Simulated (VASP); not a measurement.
# TePb (Fm-3m) in VASP: a series of runs

The runs below take TePb through single point, with PBE, LDA.

Everything below comes from runs of VASP 6.6.1. Logs are shortened: lines on timing, memory, paths and dates and some standing lists are left out, and cuts for length are marked.

## (1) The cell of the first run

The structure is cubic, space group Fm-3m (No. 225). The conventional cell has a = 6.462 Å, b = 6.462 Å, c = 6.462 Å, α = 90.00°, β = 90.00°, γ = 90.00°. Within 4.3 Å of Pb (site symmetry m-3m) lie 6 Te at 3.23 Å. Within 4.3 Å of Te (site symmetry m-3m) lie 6 Pb at 3.23 Å.

## (2) Single point, PBE, non-collinear spin, zero start, spin-orbit coupling

The input, INCAR:

```
SYSTEM = TePb
PREC = Accurate
ENCUT = 520
EDIFF = 1E-6
ISMEAR = 0
SIGMA = 0.03
LREAL = .FALSE.
LASPH = .TRUE.
NELM = 150
ALGO = Normal
ISIF = 2
LWAVE = .FALSE.
LCHARG = .TRUE.
LNONCOLLINEAR = .TRUE.
MAGMOM = 0 0 0 0 0 0
LORBIT = 11
LSORBIT = .TRUE.
GGA_COMPAT = .FALSE.
LORBMOM = .TRUE.
GGA = PE
LVHAR = .TRUE.
NBANDS = 32
```

The input, KPOINTS:

```
regular mesh
0
G
  10 10 10
  0 0 0
```

The input, POSCAR:

```
TePb
1.0
    0.0000000000      3.2310000000      3.2310000000
    3.2310000000      0.0000000000      3.2310000000
    3.2310000000      3.2310000000      0.0000000000
Pb Te
1 1
Direct
    0.0000000000      0.0000000000      0.0000000000
    0.5000000000      0.5000000000      0.5000000000
```

Potentials or basis: VASP PAW PBE potentials, release 64 (Pb_d, Te).

Launch:

```
cat potpaw_PBE.64/Pb_d/POTCAR potpaw_PBE.64/Te/POTCAR > POTCAR
mpirun -np 1 vasp_ncl > vasp.out
```

OUTCAR:

```text
SYSTEM = TePb
   PREC = Accurate
   ENCUT = 520
   EDIFF = 1E-6
   ISMEAR = 0
   LREAL = .FALSE.
   LASPH = .TRUE.
   NELM = 150
   ISIF = 2
   LNONCOLLINEAR = .TRUE.
   LORBIT = 11
   LSORBIT = .TRUE.
   GGA = PE

 ion  position               nearest neighbor table
   1  0.000  0.000  0.000-   2 3.23   2 3.23   2 3.23   2 3.23   2 3.23   2 3.23
   2  0.500  0.500  0.500-   1 3.23   1 3.23   1 3.23   1 3.23   1 3.23   1 3.23

  LATTYP: Found a face centered cubic cell.
 ALAT       =     6.4620000000

  Lattice vectors:

 A1 = (   0.0000000000,   3.2310000000,   3.2310000000)
 A2 = (   3.2310000000,   0.0000000000,   3.2310000000)
 A3 = (   3.2310000000,   3.2310000000,   0.0000000000)

Analysis of symmetry for initial positions (statically):
=====================================================================
 Subroutine PRICEL returns:
 Original cell was already a primitive cell.

 Routine SETGRP: Setting up the symmetry group for a
 face centered cubic supercell.

 Subroutine GETGRP returns: Found 48 space group operations
 (whereof 48 operations were pure point group operations)
 out of a pool of 48 trial point group operations.

The static configuration has the point symmetry O_h .

Analysis of symmetry for dynamics (positions and initial velocities):
=====================================================================
 Subroutine PRICEL returns:
 Original cell was already a primitive cell.

 Routine SETGRP: Setting up the symmetry group for a
 face centered cubic supercell.

 Subroutine GETGRP returns: Found 48 space group operations
 (whereof 48 operations were pure point group operations)
 out of a pool of 48 trial point group operations.

The dynamic configuration has the point symmetry O_h .

Analysis of structural, dynamic, and magnetic symmetry:
=====================================================================
 Subroutine PRICEL returns:
 Original cell was already a primitive cell.

 Routine SETGRP: Setting up the symmetry group for a
 face centered cubic supercell.

 Subroutine GETGRP returns: Found 48 space group operations
 (whereof 48 operations were pure point group operations)
 out of a pool of 48 trial point group operations.

The overall configuration has the point symmetry O_h .

 Subroutine INISYM returns: Found 48 space group operations
 (whereof 48 operations are pure point group operations),
 and found     1 'primitive' translations

----------------------------------------------------------------------------------------

                                     Primitive cell

  volume of cell :      67.4592

  direct lattice vectors                    reciprocal lattice vectors
     0.000000000  3.231000000  3.231000000    -0.154750851  0.154750851  0.154750851
     3.231000000  0.000000000  3.231000000     0.154750851 -0.154750851  0.154750851
     3.231000000  3.231000000  0.000000000     0.154750851  0.154750851 -0.154750851

  length of vectors
     4.569324020  4.569324020  4.569324020     0.268036337  0.268036337  0.268036337

  position of ions in fractional coordinates (direct lattice)
     0.000000000  0.000000000  0.000000000
     0.500000000  0.500000000  0.500000000

  ion indices of the primitive-cell ions
   primitive index   ion index
                 1           1
                 2           2

----------------------------------------------------------------------------------------

 KPOINTS: regular mesh

Automatic generation of k-mesh.
 Grid dimensions read from file:
 generate k-points for:   10   10   10

 Generating k-lattice:

  Cartesian coordinates                     Fractional coordinates (reciprocal lattice)
    -0.015475085  0.015475085  0.015475085     0.100000000  0.000000000  0.000000000
     0.015475085 -0.015475085  0.015475085     0.000000000  0.100000000  0.000000000
     0.015475085  0.015475085 -0.015475085     0.000000000  0.000000000  0.100000000

  Length of vectors
     0.026803634  0.026803634  0.026803634

  Shift w.r.t. Gamma in fractional coordinates (k-lattice)
     0.000000000  0.000000000  0.000000000

 Subroutine IBZKPT returns following result:
 ===========================================

 Found     47 irreducible k-points:

 Following reciprocal coordinates:
            Coordinates               Weight
  0.000000  0.000000  0.000000      1.000000
  0.100000  0.000000  0.000000      8.000000
  0.200000  0.000000  0.000000      8.000000
  0.300000  0.000000  0.000000      8.000000
  0.400000  0.000000  0.000000      8.000000
  0.500000  0.000000  0.000000      4.000000
[... 16 lines left out ...]
  0.300000  0.300000  0.000000      6.000000
  0.400000  0.300000  0.000000     24.000000
 [... further k-points ...]
   k-points           NKPTS =     47   k-points in BZ     NKDIM =     47   number of bands    NBANDS=     32
[... 28 lines left out ...]
   NELECT =      20.0000    total number of electrons
   NUPDOWN=      -1.0000    fix difference up-down
   EMIN   =  10.00;   EMAX   =-10.00  energy-range for DOS
   EFERMI =   0.00;   METHOD = LEGACY
   ISMEAR =     0;   SIGMA  =   0.03  broadening in eV -4-tet -1-fermi 0-gaus
   EFERMI_NEDOS =   21; number of points for ismear=-14 and -15
   IALGO  =     38    algorithm
   IMIX   =      4    mixing-type and parameters
     AMIX     =   0.40;   BMIX     =  1.00
     AMIX_MAG =   1.60;   BMIX_MAG =  1.00
  volume/ion in A,a.u.               =      33.73       227.62
  Fermi-wavevector in a.u.,A,eV,Ry     =   1.091619  2.062861 16.213147  1.191633
  Thomas-Fermi vector in A             =   2.227868
   LORBIT       =     11    0 simple, 1 ext, 2 COOP (PROOUT), +10 PAW based schemes
   GGA     = PE    functional components
   LHFCALC =     F    Hartree Fock is set to
   AEXX    =    0.0000 exact exchange contribution
   IVDW    =     0    specifies the selected vdW correction
   LEPSILON=     F    determine dielectric tensor
   LRPA    =     F    only Hartree local field effects (RPA)
 Gauss-broadening in eV      SIGMA  =   0.03
  energy-cutoff  :      520.00
  volume of cell :       67.46
 maximum number of plane-waves:      3698
 NGX is ok and might be reduce to    36
   NGX = 17   NGY = 17   NGZ = 17

 number of electron      20.0000000 magnetization       0.0000000      0.0000000      0.0000000

 number of electron      20.0000003 magnetization       0.0000000     -0.0000000     -0.0000000

 number of electron      20.0000003 magnetization      -0.0000000      0.0000000      0.0000000

 Free energy of the ion-electron system (eV)
  ---------------------------------------------------
  ext. energy  EPLUGINS =         0.00000000
  ---------------------------------------------------
  free energy    TOTEN  =        -8.03482536 eV

  energy without entropy =       -8.03472129  energy(sigma->0) =       -8.03477333

 E-fermi :   5.7056     XC(G=0):  -9.2935

 val. band max:        5.6902024511   @ k =   0.5000   0.0000   0.0000
 cond. band min:       5.7209895558   @ k =   0.5000   0.0000   0.0000
 fundamental gap:      0.0307871047
 Fermi energy:         5.7055960033

 k-point     1 :       0.0000    0.0000    0.0000
  band No.  band energies     occupation
      1     -12.5226      1.00000
      2     -12.5226      1.00000
      3     -12.5226      1.00000
      4     -12.5226      1.00000
      5      -9.9706      1.00000
      6      -9.9706      1.00000
[... 829 lines left out ...]
     31      15.2854      0.00000
     32      15.2854      0.00000

 [... further k-points ...]

------------------------ aborting loop because EDIFF is reached ----------------------------------------

  FORCE on cell =-STRESS in cart. coord.  units (eV):
  Direction    XX          YY          ZZ          XY          YZ          ZX
  --------------------------------------------------------------------------------------
  -------------------------------------------------------------------------------------
  Total        0.8317505      0.8317505      0.8317505      0.0000000      0.0000000      0.0000000
  in kB       19.7543520     19.7543520     19.7543520      0.0000000      0.0000000      0.0000000
  external PRESSURE =      19.7543520 kB  Pullay stress =       0.0000000 kB

 VOLUME and BASIS-vectors are now :
 -----------------------------------------------------------------------------
  energy-cutoff  :      520.00
  volume of cell :       67.46
      direct lattice vectors                 reciprocal lattice vectors
     0.000000000  3.231000000  3.231000000    -0.154750851  0.154750851  0.154750851
     3.231000000  0.000000000  3.231000000     0.154750851 -0.154750851  0.154750851
     3.231000000  3.231000000  0.000000000     0.154750851  0.154750851 -0.154750851

 POSITION                                       TOTAL-FORCE (eV/Angst)
 -----------------------------------------------------------------------------------
      0.00000      0.00000      0.00000         0.000000     -0.000000      0.000000
      3.23100      3.23100      3.23100        -0.000000      0.000000     -0.000000
 -----------------------------------------------------------------------------------
    total drift:                               -0.000000      0.000000      0.000000

  FREE ENERGIE OF THE ION-ELECTRON SYSTEM (eV)
  ---------------------------------------------------
  free  energy   TOTEN  =        -8.0348253565 eV

  energy  without entropy=       -8.0347212948  energy(sigma->0) =       -8.03477333

 orbital moment (x)

 # of ion     p       d       tot
 ----------------------------------------
  1         0.000   0.000   0.000
  2         0.000  -0.000  -0.000
 ----------------------------------------
            0.000   0.000   0.000

 orbital moment (y)

 # of ion     p       d       tot
 ----------------------------------------
  1         0.000   0.000   0.000
  2         0.000  -0.000  -0.000
 ----------------------------------------
            0.000   0.000   0.000

 orbital moment (z)

 # of ion     p       d       tot
 ----------------------------------------
  1         0.000   0.000   0.000
  2         0.000   0.000   0.000
 ----------------------------------------
            0.000   0.000   0.000

 Spin-Orbit-Coupling matrix elements

 Ion:    1  E_soc:     -0.9014243
 l=   1
     0.0000000    -0.0828996    -0.0828996
    -0.0828996     0.0000000    -0.0828996
    -0.0828996    -0.0828996     0.0000000
 l=   2
     0.0000000    -0.0134697     0.0000000    -0.0134697    -0.0538681
    -0.0134697     0.0000000    -0.0404011    -0.0134697    -0.0134670
     0.0000000    -0.0404011     0.0000000    -0.0404011     0.0000000
    -0.0134697    -0.0134697    -0.0404011     0.0000000    -0.0134670
    -0.0538681    -0.0134670     0.0000000    -0.0134670     0.0000000
 l=   3
     0.0000000     0.0000000     0.0000000     0.0000000     0.0000000     0.0000000     0.0000000
     0.0000000     0.0000000     0.0000000     0.0000000     0.0000000     0.0000000     0.0000000
     0.0000000     0.0000000     0.0000000     0.0000000     0.0000000     0.0000000     0.0000000
     0.0000000     0.0000000     0.0000000     0.0000000     0.0000000     0.0000000     0.0000000
     0.0000000     0.0000000     0.0000000     0.0000000     0.0000000     0.0000000     0.0000000
     0.0000000     0.0000000     0.0000000     0.0000000     0.0000000     0.0000000     0.0000000
     0.0000000     0.0000000     0.0000000     0.0000000     0.0000000     0.0000000     0.0000000

 Ion:    2  E_soc:     -0.2165234
 l=   1
     0.0000000    -0.0361280    -0.0361280
    -0.0361280     0.0000000    -0.0361280
    -0.0361280    -0.0361280     0.0000000
 l=   2
     0.0000000    -0.0000100     0.0000000    -0.0000100     0.0000507
    -0.0000100     0.0000000     0.0000381    -0.0000100     0.0000127
     0.0000000     0.0000381     0.0000000     0.0000381     0.0000000
    -0.0000100    -0.0000100     0.0000381     0.0000000     0.0000127
     0.0000507     0.0000127     0.0000000     0.0000127     0.0000000
 l=   3
     0.0000000     0.0000000     0.0000000     0.0000000     0.0000000     0.0000000     0.0000000
     0.0000000     0.0000000     0.0000000     0.0000000     0.0000000     0.0000000     0.0000000
     0.0000000     0.0000000     0.0000000     0.0000000     0.0000000     0.0000000     0.0000000
     0.0000000     0.0000000     0.0000000     0.0000000     0.0000000     0.0000000     0.0000000
     0.0000000     0.0000000     0.0000000     0.0000000     0.0000000     0.0000000     0.0000000
     0.0000000     0.0000000     0.0000000     0.0000000     0.0000000     0.0000000     0.0000000
     0.0000000     0.0000000     0.0000000     0.0000000     0.0000000     0.0000000     0.0000000

 total charge

# of ion       s       p       d       tot
------------------------------------------
    1        1.451   0.606   9.834  11.891
    2        1.378   1.990   0.019   3.387
--------------------------------------------------
tot          2.829   2.596   9.853  15.278

 magnetization (x)

# of ion       s       p       d       tot
------------------------------------------
    1       -0.000   0.000   0.000   0.000
    2       -0.000   0.000   0.000  -0.000
--------------------------------------------------
tot         -0.000   0.000   0.000   0.000

 magnetization (y)

# of ion       s       p       d       tot
------------------------------------------
    1        0.000  -0.000  -0.000  -0.000
    2        0.000   0.000   0.000   0.000
--------------------------------------------------
tot          0.000  -0.000  -0.000  -0.000

 magnetization (z)

# of ion       s       p       d       tot
------------------------------------------
    1        0.000   0.000   0.000   0.000
    2        0.000   0.000   0.000   0.000
--------------------------------------------------
tot          0.000   0.000   0.000   0.000
```

It took 2.4 min on 1 thread of Intel Xeon 6975P-C (Granite Rapids), shared host; peak memory 0.46 GiB.

What came out:

```
Free energy                                           : -8.0348 eV
Pressure                                              : 2.0 GPa
Net moment                                            : 0.00 μB per cell
Valence electrons inside the program's atomic spheres : Pb 11.89; Te 3.39
```

Moments on the atoms (μB; x, y, z):
```
Pb  0.00 0.00 0.00
Te  0.00 0.00 0.00
```

## (3) Single point, LDA, non-collinear spin, zero start, spin-orbit coupling

The input, INCAR:

```
  PREC = Accurate
  ENCUT = 520
  EDIFF = 1E-6
  ISMEAR = 0
  SIGMA = 0.03
  LREAL = False
  LASPH = True
  NELM = 150
  ALGO = Normal
  ISIF = 2
  LWAVE = False
  LCHARG = True
  MAGMOM = 0 0 0 0 0 0
  LORBIT = 11
  LSORBIT = True
  GGA_COMPAT = False
  LORBMOM = True
  GGA = CA
  LVHAR = True
  NBANDS = 32
```

The input, KPOINTS:

```
Automatic mesh
0
Gamma
  10 10 10
```

POSCAR is that of step 2.

Potentials or basis: VASP PAW LDA potentials, release 64 (Pb_d, Te).

Launch:

```
cat potpaw_LDA.64/Pb_d/POTCAR potpaw_LDA.64/Te/POTCAR > POTCAR
mpirun -np 1 vasp_ncl > vasp.out
```

It took 2 min on 1 thread of Intel Xeon 6975P-C (Granite Rapids), shared host; peak memory 0.39 GiB.

It converged, with:

* Free energy: -9.3189 eV
* Pressure: -1.8 GPa
* Net moment: 0.00 μB per cell
* Valence electrons inside the program's atomic spheres: Pb 11.90; Te 3.39

Moments on the atoms (μB; x, y, z):
```
Pb  0.00 0.00 0.00
Te  0.00 0.00 0.00
```
